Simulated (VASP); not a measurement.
# Ir (Fm-3m) in VASP: further runs

The runs below take Ir through single point, with LDA.

All numbers are computed with VASP 6.6.1; they aren't measurements. Logs are shortened: lines on timing, memory, paths and dates and some standing lists are left out, and cuts for length are marked.

## (1) The cell of the first run

The structure is cubic, space group Fm-3m (No. 225). The conventional cell has a = 3.844 Å, b = 3.844 Å, c = 3.844 Å, α = 90.00°, β = 90.00°, γ = 90.00°. Within 3.6 Å of Ir (site symmetry m-3m) lie 12 Ir at 2.72 Å.

## (2) Single point, LDA (volume 14.204 Å^3 an atom, c/a of the conventional cell 1.0000)

INCAR

```
PREC = Accurate
ENCUT = 500
EDIFF = 1E-6
ISMEAR = 0
SIGMA = 0.15
LREAL = False
LASPH = True
NELM = 120
ALGO = Normal
ISIF = 2
LWAVE = False
LCHARG = False
NBANDS = 14
GGA_COMPAT = False
```

KPOINTS

```
Automatic mesh
0
Gamma
  22 22 22
```

POSCAR

```
Ir
1.0
    0.0000000000      1.9221777951      1.9221777951
    1.9221777951      0.0000000000      1.9221777951
    1.9221777951      1.9221777951      0.0000000000
Ir
1
Direct
    0.0000000000      0.0000000000      0.0000000000
```

Potentials or basis: VASP PAW LDA potentials, release 64 (Ir_sv_GW).

The run is started by

```sh
cat potpaw_LDA.64/Ir_sv_GW/POTCAR > POTCAR
mpirun -np 1 vasp_std > vasp.out
```

OUTCAR:

```text
PREC = Accurate
   ENCUT = 500
   EDIFF = 1E-6
   ISMEAR = 0
   LREAL = False
   LASPH = True
   NELM = 120
   ISIF = 2

 ion  position               nearest neighbor table
   1  0.000  0.000  0.000-

  LATTYP: Found a face centered cubic cell.
 ALAT       =     3.8443555902

  Lattice vectors:

 A1 = (   0.0000000000,   1.9221777951,   1.9221777951)
 A2 = (   1.9221777951,   0.0000000000,   1.9221777951)
 A3 = (   1.9221777951,   1.9221777951,   0.0000000000)

Analysis of symmetry for initial positions (statically):
=====================================================================
 Subroutine PRICEL returns:
 Original cell was already a primitive cell.

 Routine SETGRP: Setting up the symmetry group for a
 face centered cubic supercell.

 Subroutine GETGRP returns: Found 48 space group operations
 (whereof 48 operations were pure point group operations)
 out of a pool of 48 trial point group operations.

The static configuration has the point symmetry O_h .

Analysis of symmetry for dynamics (positions and initial velocities):
=====================================================================
 Subroutine PRICEL returns:
 Original cell was already a primitive cell.

 Routine SETGRP: Setting up the symmetry group for a
 face centered cubic supercell.

 Subroutine GETGRP returns: Found 48 space group operations
 (whereof 48 operations were pure point group operations)
 out of a pool of 48 trial point group operations.

The dynamic configuration has the point symmetry O_h .

 Subroutine INISYM returns: Found 48 space group operations
 (whereof 48 operations are pure point group operations),
 and found     1 'primitive' translations

----------------------------------------------------------------------------------------

                                     Primitive cell

  volume of cell :      14.2040

  direct lattice vectors                    reciprocal lattice vectors
     0.000000000  1.922177795  1.922177795    -0.260121619  0.260121619  0.260121619
     1.922177795  0.000000000  1.922177795     0.260121619 -0.260121619  0.260121619
     1.922177795  1.922177795  0.000000000     0.260121619  0.260121619 -0.260121619

  length of vectors
     2.718369907  2.718369907  2.718369907     0.450543860  0.450543860  0.450543860

  position of ions in fractional coordinates (direct lattice)
     0.000000000  0.000000000  0.000000000

  ion indices of the primitive-cell ions
   primitive index   ion index
                 1           1

----------------------------------------------------------------------------------------

 KPOINTS: Automatic mesh

Automatic generation of k-mesh.
 Grid dimensions read from file:
 generate k-points for:   22   22   22

 Generating k-lattice:

  Cartesian coordinates                     Fractional coordinates (reciprocal lattice)
    -0.011823710  0.011823710  0.011823710     0.045454545  0.000000000  0.000000000
     0.011823710 -0.011823710  0.011823710     0.000000000  0.045454545  0.000000000
     0.011823710  0.011823710 -0.011823710     0.000000000  0.000000000  0.045454545

  Length of vectors
     0.020479266  0.020479266  0.020479266

  Shift w.r.t. Gamma in fractional coordinates (k-lattice)
     0.000000000  0.000000000  0.000000000

 Subroutine IBZKPT returns following result:
 ===========================================

 Found    328 irreducible k-points:

 Following reciprocal coordinates:
            Coordinates               Weight
  0.000000  0.000000  0.000000      1.000000
  0.045455  0.000000  0.000000      8.000000
  0.090909  0.000000  0.000000      8.000000
  0.136364  0.000000  0.000000      8.000000
  0.181818  0.000000  0.000000      8.000000
  0.227273  0.000000  0.000000      8.000000
[... 16 lines left out ...]
  0.500000  0.045455  0.000000     24.000000
 -0.454545  0.045455  0.000000     24.000000
 [... further k-points ...]
   k-points           NKPTS =    328   k-points in BZ     NKDIM =    328   number of bands    NBANDS=     14
   number of dos      NEDOS =    301   number of ions     NIONS =      1
   total plane-waves  NPLWV =   8000
   dimension x,y,z NGX =    20 NGY =   20 NGZ =   20
   dimension x,y,z NGXF=    40 NGYF=   40 NGZF=   40
   ions per type =               1
   NGX,Y,Z   is equivalent  to a cutoff of  12.23, 12.23, 12.23 a.u.
   NGXF,Y,Z  is equivalent  to a cutoff of  24.46, 24.46, 24.46 a.u.
 SYSTEM =  unknown system
   PREC   = accura    normal or accurate (medium, high low for compatibility)
   ISTART =      0    job   : 0-new  1-cont  2-samecut
   ICHARG =      2    charge: 1-file 2-atom 10-const
   ISPIN  =      1    spin polarized calculation?
   LNONCOLLINEAR =      F non collinear calculations
   LSORBIT =      F    spin-orbit coupling
   LASPH  =      T    aspherical Exc in radial PAW
   ENCUT  =  500.0 eV  36.75 Ry    6.06 a.u.   4.96  4.96  4.96*2*pi/ulx,y,z
   NELM   =    120;   NELMIN=  2; NELMDL= -5     # of ELM steps
   EDIFF  = 0.1E-05   stopping-criterion for ELM
   LREAL  =      F    real-space projection
   EDIFFG = 0.1E-04   stopping-criterion for IOM
   NSW    =      0    number of steps for IOM
   IBRION =     -1    ionic relax: 0-MD 1-quasi-New 2-CG
   NFREE  =      0    steps in history (QN), initial steepest desc. (CG)
   ISIF   =      2    stress and relaxation
   ISYM   =      2    0-nonsym 1-usesym 2-fastsym
   POTIM  = 0.5000    time-step for ionic-motion
   TEBEG  =    0.0;   TEEND  =   0.0 temperature during run
   PSTRESS=    0.0 pullay stress
   NELECT =      17.0000    total number of electrons
   NUPDOWN=      -1.0000    fix difference up-down
   EMIN   =  10.00;   EMAX   =-10.00  energy-range for DOS
   EFERMI =   0.00;   METHOD = LEGACY
   ISMEAR =     0;   SIGMA  =   0.15  broadening in eV -4-tet -1-fermi 0-gaus
   EFERMI_NEDOS =   21; number of points for ismear=-14 and -15
   IALGO  =     38    algorithm
   IMIX   =      4    mixing-type and parameters
     AMIX     =   0.40;   BMIX     =  1.00
     AMIX_MAG =   1.60;   BMIX_MAG =  1.00
  volume/ion in A,a.u.               =      14.20        95.85
  Fermi-wavevector in a.u.,A,eV,Ry     =   1.738151  3.284630 41.105514  3.021170
  Thomas-Fermi vector in A             =   2.811238
   LORBIT       =      0    0 simple, 1 ext, 2 COOP (PROOUT), +10 PAW based schemes
   GGA     = CA    functional components
   LHFCALC =     F    Hartree Fock is set to
   AEXX    =    0.0000 exact exchange contribution
   IVDW    =     0    specifies the selected vdW correction
   LEPSILON=     F    determine dielectric tensor
   LRPA    =     F    only Hartree local field effects (RPA)
 non-spin polarized calculation
 Gauss-broadening in eV      SIGMA  =   0.15
  energy-cutoff  :      500.00
  volume of cell :       14.20
 maximum number of plane-waves:       371
   NGX =  9   NGY =  9   NGZ =  9

 number of electron      17.0000000 magnetization

 Free energy of the ion-electron system (eV)
  ---------------------------------------------------
  ext. energy  EPLUGINS =         0.00000000
  ---------------------------------------------------
  free energy    TOTEN  =       -10.89434925 eV

  energy without entropy =      -10.88198019  energy(sigma->0) =      -10.88816472

 E-fermi :  12.5518     XC(G=0): -14.7592

 val. band max:       12.5474506033   @ k =  -0.1818   0.1364   0.0455
 cond. band min:      12.5590898336   @ k =   0.3636   0.1818   0.0000
 fundamental gap:      0.0116392303
 Fermi energy:        12.5518096706

 k-point     1 :       0.0000    0.0000    0.0000
  band No.  band energies     occupation
      1     -79.9235      2.00000
      2     -36.6145      2.00000
      3     -36.6145      2.00000
      4     -36.6145      2.00000
      5       1.5377      2.00000
      6       8.6947      2.00000
      7       8.6947      2.00000
      8       8.6947      2.00000
      9      11.4001      2.00000
     10      11.4001      2.00000
     11      26.2409      0.00000
     12      31.6906      0.00000
     13      31.6906      0.00000
     14      31.6906      0.00000

 k-point     2 :       0.0455    0.0000    0.0000
  band No.  band energies     occupation
      1     -79.9223      2.00000
      2     -36.6311      2.00000
      3     -36.6168      2.00000
      4     -36.6168      2.00000
      5       1.6303      2.00000
      6       8.6447      2.00000
      7       8.7350      2.00000
      8       8.7350      2.00000
      9      11.3731      2.00000
     10      11.3731      2.00000
     11      26.4028      0.00000
     12      31.2481      0.00000
     13      31.8459      0.00000
     14      31.8459      0.00000

 k-point     3 :       0.0909    0.0000    0.0000
  band No.  band energies     occupation
      1     -79.9185      2.00000
      2     -36.6797      2.00000
      3     -36.6235      2.00000
      4     -36.6235      2.00000
      5       1.9019      2.00000
      6       8.5093      2.00000
      7       8.8459      2.00000
      8       8.8459      2.00000
      9      11.3060      2.00000
     10      11.3060      2.00000
     11      26.8628      0.00000
     12      30.2510      0.00000
     13      32.3034      0.00000
     14      32.3034      0.00000
[... 324 lines left out ...]
 k-point    23 :       0.5000    0.0455    0.0000
  band No.  band energies     occupation
      1     -79.8584      2.00000
      2     -37.3976      2.00000
      3     -36.7367      2.00000
      4     -36.7305      2.00000
      5       4.5959      2.00000
      6       8.5306      2.00000
      7       8.6756      2.00000
      8      11.4331      2.00000
      9      13.4857      0.00000
     10      13.9062      0.00000
     11      19.8354      0.00000
     12      26.0742      0.00000
     13      31.5742      0.00000
     14      31.5884      0.00000

 k-point    24 :      -0.4545    0.0455    0.0000
  band No.  band energies     occupation
      1     -79.8587      2.00000
      2     -37.3923      2.00000
      3     -36.7388      2.00000
      4     -36.7266      2.00000
      5       4.5983      2.00000
      6       8.5498      2.00000
      7       8.6749      2.00000
      8      11.3496      2.00000
      9      13.3460      0.00000
     10      13.9301      0.00000
     11      19.9980      0.00000
     12      26.1142      0.00000
     13      31.4559      0.00000
     14      31.8656      0.00000

 [... further k-points ...]
[... 5 lines left out ...]
  --------------------------------------------------------------------------------------
  -------------------------------------------------------------------------------------
  Total       -1.0249246     -1.0249246     -1.0249246     -0.0000000      0.0000000     -0.0000000
  in kB     -115.6090462   -115.6090462   -115.6090462     -0.0000000      0.0000000     -0.0000000
  external PRESSURE =    -115.6090462 kB  Pullay stress =       0.0000000 kB

 VOLUME and BASIS-vectors are now :
 -----------------------------------------------------------------------------
  energy-cutoff  :      500.00
  volume of cell :       14.20
      direct lattice vectors                 reciprocal lattice vectors
     0.000000000  1.922177795  1.922177795    -0.260121619  0.260121619  0.260121619
     1.922177795  0.000000000  1.922177795     0.260121619 -0.260121619  0.260121619
     1.922177795  1.922177795  0.000000000     0.260121619  0.260121619 -0.260121619

 POSITION                                       TOTAL-FORCE (eV/Angst)
 -----------------------------------------------------------------------------------
      0.00000      0.00000      0.00000         0.000000      0.000000      0.000000
 -----------------------------------------------------------------------------------
    total drift:                                0.000000      0.000000     -0.000000

  FREE ENERGIE OF THE ION-ELECTRON SYSTEM (eV)
  ---------------------------------------------------
  free  energy   TOTEN  =       -10.8943492496 eV

  energy  without entropy=      -10.8819801919  energy(sigma->0) =      -10.88816472
```

Run time: 38 s. Hardware: 1 thread of Intel Xeon Platinum 8259CL at 2.50GHz (Skylake/Cascade Lake), shared host; peak memory 0.17 GiB.

What came out:

```yaml
Free_energy: -10.8943 eV
Pressure: -11.6 GPa
```

Caveat: spin-orbit coupling is left out, which moves the levels of the heavy elements.

## (3) Single point, LDA (volume 14.942 Å^3 an atom, c/a of the conventional cell 1.0000)

INCAR

```
PREC     = Accurate       # precision mode
ENCUT    = 500            # plane-wave cutoff, eV
EDIFF    = 1E-6           # SCF threshold, eV
ISMEAR   = 0              # smearing method
SIGMA    = 0.15           # smearing width, eV
LREAL    = F              # projectors in reciprocal space
LASPH    = T              # aspherical terms in the spheres
NELM     = 120            # most SCF steps
ALGO     = Normal         # electronic algorithm
ISIF     = 2              # what is computed and relaxed
LWAVE    = F              # write WAVECAR
LCHARG   = F              # write CHGCAR
NBANDS   = 14             # bands
GGA_COMPAT= F
```

KPOINTS is that of step 2.

POSCAR

```
Ir
1.0
    0.0000000000      1.9549076471      1.9549076471
    1.9549076471      0.0000000000      1.9549076471
    1.9549076471      1.9549076471      0.0000000000
Ir
1
Direct
    0.0000000000      0.0000000000      0.0000000000
```

Potentials or basis: VASP PAW LDA potentials, release 64 (Ir_sv_GW).

The run is started by

```sh
cat potpaw_LDA.64/Ir_sv_GW/POTCAR > POTCAR
mpirun -np 1 vasp_std > vasp.out
```

Run time: 22 s. Hardware: 1 thread of Intel Xeon 6975P-C (Granite Rapids), shared host; peak memory 0.17 GiB.

The run converged. Its results:

```yaml
Free_energy: -10.8169 eV
Pressure: -27.3 GPa
```

Levels at points of the mesh, in eV from the Fermi level:
```csv
k point,band 5,band 6,band 7,band 8,band 9,band 10,band 11,band 12
"(0.00, 0.00, 0.00)",-10.49,-3.57,-3.57,-3.57,-1.07,-1.07,13.83,18.99
"(0.50, 0.00, 0.00)",-7.52,-3.65,-3.65,-0.54,0.84,0.84,6.76,13.46
"(0.50, 0.50, 0.00)",-7.27,-6.75,0.83,1.36,1.36,1.77,9.83,11.28
```

Caveat: spin-orbit coupling is left out, which moves the levels of the heavy elements.

## (4) Single point, LDA (volume 13.466 Å^3 an atom, c/a of the conventional cell 1.0000)

INCAR

```
  ALGO = Normal
  EDIFF = 1E-6
  ENCUT = 500
  GGA = CA
  GGA_COMPAT = F
  ISIF = 2
  ISMEAR = 0
  LASPH = T
  LCHARG = F
  LREAL = F
  LWAVE = F
  NBANDS = 14
  NELM = 120
  PREC = Accurate
  SIGMA = 0.15
```

KPOINTS

```
k-points
0
Gamma
  22 22 22
```

POSCAR

```
Ir
1.0
    0.0000000000      1.8882936738      1.8882936738
    1.8882936738      0.0000000000      1.8882936738
    1.8882936738      1.8882936738      0.0000000000
Ir
1
Direct
    0.0000000000      0.0000000000      0.0000000000
```

The run is started by

```sh
cat potpaw_LDA.64/Ir_sv_GW/POTCAR > POTCAR
mpirun -np 1 vasp_std > vasp.out
```

Run time: 37 s. Hardware: 1 thread of Intel Xeon Platinum 8559C (Emerald Rapids), shared host; peak memory 0.17 GiB.

The run converged. Its results:

| Property | Result |
| --- | --- |
| Free energy | -10.8853 eV |
| Pressure | 10.2 GPa |

Levels at points of the mesh, in eV from the Fermi level:
| k point | band 5 | band 6 | band 7 | band 8 | band 9 | band 10 | band 11 | band 12 |
| --- | --- | --- | --- | --- | --- | --- | --- | --- |
| (0.00, 0.00, 0.00) | -11.58 | -4.18 | -4.18 | -4.18 | -1.24 | -1.24 | 13.52 | 19.27 |
| (0.50, 0.00, 0.00) | -8.61 | -4.29 | -4.29 | -0.79 | 1.03 | 1.03 | 7.85 | 13.20 |
| (0.50, 0.50, 0.00) | -8.47 | -7.89 | 1.01 | 1.65 | 1.65 | 1.78 | 11.29 | 11.74 |

Caveat: spin-orbit coupling is left out, which moves the levels of the heavy elements.

## (5) The runs side by side

| cell | gap on the mesh (eV) | pressure (GPa) |
| --- | --- | --- |
| a = 2.718 Å, angles 60.0°, 1 atom | none | -11.6 |
| a = 2.765 Å, angles 60.0°, 1 atom | none | -27.3 |
| a = 2.670 Å, angles 60.0°, 1 atom | none | 10.2 |

Alike in all rows: task single point; level LDA; potentials or basis VASP PAW LDA potentials, release 64 (Ir_sv_GW); no spin polarisation; k mesh 22 × 22 × 22; cutoff (eV) 500; smearing gaussian 0.15 eV.

Caveats: spin-orbit coupling is left out, which moves the levels of the heavy elements.

Total energies depend on the potentials used, so only differences within one code and one set of settings carry meaning.
